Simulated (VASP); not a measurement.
# Sn3PbO4 (I4mm) in VASP: single point with PBE

Aim: the single point of Sn3PbO4 with PBE.

All numbers are computed with VASP 6.6.1; they aren't measurements. Logs are shortened: lines on timing, memory, paths and dates and some standing lists are left out, and cuts for length are marked.

### 1 The cell of the first run

Symmetry: I4mm, No. 107, tetragonal system. The conventional cell has a = 5.525 Å, b = 5.525 Å, c = 10.379 Å, α = 90.00°, β = 90.00°, γ = 90.00°. Within 3.0 Å of Sn (site symmetry 4mm) lie 4 O at 2.24 Å. Within 3.0 Å of Sn (site symmetry 2mm) lie 4 O at 2.25 Å. Pb (site symmetry 4mm) has 4 O at 2.38 Å within 3.1 Å. Within 3.0 Å of O (site symmetry m) lie 3 Sn at 2.24 to 2.25 Å and 1 Pb at 2.38 Å and 4 O at 2.71 to 2.81 Å.

### 2 Single point, PBE

Input file INCAR:

```
ALGO = Normal ; EDIFF = 1E-7
ENCUT = 520 ; GGA = PE
ISIF = 2 ; ISMEAR = 0
LASPH = T ; LCHARG = F
LREAL = F ; LWAVE = F
NBANDS = 50 ; NELM = 80
PREC = Accurate ; SIGMA = 0.02
```

Input file KPOINTS:

```
k-points
0
Gamma
  8 8 8
```

Input file POSCAR:

```
Sn3PbO4
1.0
   -2.7627149743      2.7627149743      5.1893261566
    2.7627149743     -2.7627149743      5.1893261566
    2.7627149743      2.7627149743     -5.1893261566
Sn Pb O
3 1 4
Direct
    0.1420083257      0.1420083257      0.0000000000
    0.3596840368      0.8596840368      0.5000000000
    0.8596840368      0.3596840368      0.5000000000
    0.6264791797      0.6264791797      0.0000000000
    0.4986265060      0.0074457045      0.0000000000
    0.0074457045      0.4986265060      0.0000000000
    0.4986265060      0.4986265060      0.4911808015
    0.0074457045      0.0074457045      0.5088191985
```

Potentials or basis: VASP PAW PBE potentials, release 64 (Sn_d, Pb_d, O).

Run with:

```sh
cat potpaw_PBE.64/Sn_d/POTCAR potpaw_PBE.64/Pb_d/POTCAR potpaw_PBE.64/O/POTCAR > POTCAR
mpirun -np 1 vasp_std > vasp.out
```

OUTCAR:

```text
EDIFF = 1E-7
   ENCUT = 520
   GGA = PE
   ISIF = 2
   ISMEAR = 0
   LASPH = T
   LREAL = F
   NELM = 80
   PREC = Accurate

 ion  position               nearest neighbor table
   1  0.142  0.142  0.000-   5 2.24   6 2.24   7 2.24   8 2.24   3 3.57   2 3.57   2 3.57   3 3.57
                             4 3.91   4 3.91   4 3.91   4 3.91
   2  0.360  0.860  0.500-   7 2.25   5 2.25   8 2.25   6 2.25   1 3.57   1 3.57   4 3.67   4 3.67
                             4 3.91   4 3.91
   3  0.860  0.360  0.500-   7 2.25   6 2.25   8 2.25   5 2.25   1 3.57   1 3.57   4 3.67   4 3.67
                             4 3.91   4 3.91
   4  0.626  0.626  0.000-   8 2.38   5 2.38   6 2.38   7 2.38   2 3.67   2 3.67   3 3.67   3 3.67
                             1 3.91   1 3.91   1 3.91   1 3.91   2 3.91   3 3.91   2 3.91   3 3.91
   5  0.499  0.007  0.000-   1 2.24   3 2.25   2 2.25   4 2.38
   6  0.007  0.499  0.000-   1 2.24   2 2.25   3 2.25   4 2.38
   7  0.499  0.499  0.491-   1 2.24   2 2.25   3 2.25   4 2.38
   8  0.007  0.007  0.509-   1 2.24   2 2.25   3 2.25   4 2.38

  LATTYP: Found a body centered tetragonal cell.
 ALAT       =     5.5254299486
 C/A-ratio  =     1.8783429362

  Lattice vectors:

 A1 = (  -2.7627149743,   2.7627149743,   5.1893261566)
 A2 = (   2.7627149743,  -2.7627149743,   5.1893261566)
 A3 = (   2.7627149743,   2.7627149743,  -5.1893261566)

Analysis of symmetry for initial positions (statically):
=====================================================================
 Subroutine PRICEL returns:
 Original cell was already a primitive cell.

 Routine SETGRP: Setting up the symmetry group for a
 body centered tetragonal supercell.

 Subroutine GETGRP returns: Found  8 space group operations
 (whereof  8 operations were pure point group operations)
 out of a pool of 16 trial point group operations.

The static configuration has the point symmetry C_4v.

Analysis of symmetry for dynamics (positions and initial velocities):
=====================================================================
 Subroutine PRICEL returns:
 Original cell was already a primitive cell.

 Routine SETGRP: Setting up the symmetry group for a
 body centered tetragonal supercell.

 Subroutine GETGRP returns: Found  8 space group operations
 (whereof  8 operations were pure point group operations)
 out of a pool of 16 trial point group operations.

The dynamic configuration has the point symmetry C_4v.

 Subroutine INISYM returns: Found  8 space group operations
 (whereof  8 operations are pure point group operations),
 and found     1 'primitive' translations

[... 107 lines left out ...]
   LREAL  =      F    real-space projection
   EDIFFG = 0.1E-05   stopping-criterion for IOM
   NSW    =      0    number of steps for IOM
   IBRION =     -1    ionic relax: 0-MD 1-quasi-New 2-CG
   NFREE  =      0    steps in history (QN), initial steepest desc. (CG)
   ISIF   =      2    stress and relaxation
   ISYM   =      2    0-nonsym 1-usesym 2-fastsym
   POTIM  = 0.5000    time-step for ionic-motion
   TEBEG  =    0.0;   TEEND  =   0.0 temperature during run
   PSTRESS=    0.0 pullay stress
   NELECT =      80.0000    total number of electrons
   NUPDOWN=      -1.0000    fix difference up-down
   EMIN   =  10.00;   EMAX   =-10.00  energy-range for DOS
   EFERMI =   0.00;   METHOD = LEGACY
   ISMEAR =     0;   SIGMA  =   0.02  broadening in eV -4-tet -1-fermi 0-gaus
   EFERMI_NEDOS =   21; number of points for ismear=-14 and -15
   IALGO  =     38    algorithm
   IMIX   =      4    mixing-type and parameters
     AMIX     =   0.40;   BMIX     =  1.00
     AMIX_MAG =   1.60;   BMIX_MAG =  1.00
  volume/ion in A,a.u.               =      19.80       133.64
  Fermi-wavevector in a.u.,A,eV,Ry     =   1.303638  2.463519 23.122732  1.699473
  Thomas-Fermi vector in A             =   2.434627
   LORBIT       =      0    0 simple, 1 ext, 2 COOP (PROOUT), +10 PAW based schemes
   GGA     = PE    functional components
   LHFCALC =     F    Hartree Fock is set to
   AEXX    =    0.0000 exact exchange contribution
   IVDW    =     0    specifies the selected vdW correction
   LEPSILON=     F    determine dielectric tensor
   LRPA    =     F    only Hartree local field effects (RPA)
 non-spin polarized calculation
 Gauss-broadening in eV      SIGMA  =   0.02
  energy-cutoff  :      520.00
  volume of cell :      158.43
 maximum number of plane-waves:      4294
   NGX = 25   NGY = 25   NGZ = 25

 number of electron      79.9999993 magnetization

 Free energy of the ion-electron system (eV)
  ---------------------------------------------------
  ext. energy  EPLUGINS =         0.00000000
  ---------------------------------------------------
  free energy    TOTEN  =       -44.92599777 eV

  energy without entropy =      -44.92599777  energy(sigma->0) =      -44.92599777

 E-fermi :   5.7598     XC(G=0):  -9.6459

 val. band max:        5.6118233286   @ k =   0.0000   0.0000   0.0000
 cond. band min:       6.3599894913   @ k =   0.5000   0.5000   0.5000
 fundamental gap:      0.7481661627
 Fermi energy:         5.7597534762

 k-point     1 :       0.0000    0.0000    0.0000
  band No.  band energies     occupation
      1     -15.8369      2.00000
      2     -15.7493      2.00000
      3     -15.7493      2.00000
      4     -15.5413      2.00000
      5     -15.5323      2.00000
      6     -15.5323      2.00000
[... 1261 lines left out ...]
     49      11.5650      0.00000
     50      11.6534      0.00000

 [... further k-points ...]
[... 5 lines left out ...]
  --------------------------------------------------------------------------------------
  -------------------------------------------------------------------------------------
  Total        0.1513490      0.1513490      0.1839905      0.0000000      0.0000000      0.0000000
  in kB        1.5305479      1.5305479      1.8606423      0.0000000      0.0000000      0.0000000
  external PRESSURE =       1.6405794 kB  Pullay stress =       0.0000000 kB

 VOLUME and BASIS-vectors are now :
 -----------------------------------------------------------------------------
  energy-cutoff  :      520.00
  volume of cell :      158.43
      direct lattice vectors                 reciprocal lattice vectors
    -2.762714974  2.762714974  5.189326157     0.000000000  0.180981391  0.096351623
     2.762714974 -2.762714974  5.189326157     0.180981391  0.000000000  0.096351623
     2.762714974  2.762714974 -5.189326157     0.180981391  0.180981391  0.000000000

 POSITION                                       TOTAL-FORCE (eV/Angst)
 -----------------------------------------------------------------------------------
      0.00000      0.00000      1.47386         0.000000      0.000000     -0.071343
      2.76271      0.00000      3.73304        -0.000000      0.000000      0.075080
      0.00000      2.76271      3.73304         0.000000     -0.000000      0.075080
      0.00000      0.00000      6.50201        -0.000000     -0.000000     -0.047007
     -1.35699      1.35699      2.62617        -0.001579      0.001579     -0.007952
      1.35699     -1.35699      2.62617         0.001579     -0.001579     -0.007952
      1.35699      1.35699      2.62617         0.001579      0.001579     -0.007952
      1.40572      1.40572     -2.56315        -0.001579     -0.001579     -0.007952
 -----------------------------------------------------------------------------------
    total drift:                                0.000001      0.000001      0.000754

  FREE ENERGIE OF THE ION-ELECTRON SYSTEM (eV)
  ---------------------------------------------------
  free  energy   TOTEN  =       -44.9259977737 eV

  energy  without entropy=      -44.9259977737  energy(sigma->0) =      -44.92599777
```

Wall time 9 min (1 thread of Intel Xeon Platinum 8259CL at 2.50GHz (Skylake/Cascade Lake), shared host); peak memory 0.59 GiB.

What came out:

| Quantity | Value |
| --- | --- |
| Free energy | -44.9260 eV |
| Pressure | 0.2 GPa |
| Largest force | 0.075 eV/Å |
| Band gap on the k mesh | 0.75 eV (least direct gap 1.85 eV) |

Forces on the atoms (eV/Å):
```
Sn   0.000  0.000 -0.071
Sn   0.000  0.000  0.075
Sn   0.000  0.000  0.075
Pb   0.000  0.000 -0.047
O   -0.002  0.002 -0.008
O    0.002 -0.002 -0.008
O    0.002  0.002 -0.008
O   -0.002 -0.002 -0.008
```

Levels at points of the mesh, in eV from the valence-band top:
| k point | band 36 | band 37 | band 38 | band 39 | band 40 | band 41 | band 42 | band 43 | band 44 | band 45 |
| --- | --- | --- | --- | --- | --- | --- | --- | --- | --- | --- |
| (0.00, 0.00, 0.00) | -2.58 | -2.05 | -1.98 | -1.87 | 0.00 | 1.85 | 2.77 | 2.77 | 3.76 | 3.76 |
| (0.50, 0.00, 0.00) | -2.65 | -2.22 | -2.20 | -1.23 | -0.69 | 2.34 | 2.58 | 2.65 | 2.97 | 3.32 |
| (0.50, 0.50, 0.00) | -3.88 | -2.45 | -2.01 | -1.50 | -1.23 | 2.36 | 2.42 | 2.97 | 3.06 | 5.50 |
| (0.50, 0.50, 0.50) | -2.20 | -2.05 | -1.87 | -1.53 | -1.50 | 0.75 | 0.75 | 1.73 | 3.56 | 3.56 |

Caveat: spin-orbit coupling is left out, which moves the levels of the heavy elements. A k mesh can miss the band edges.
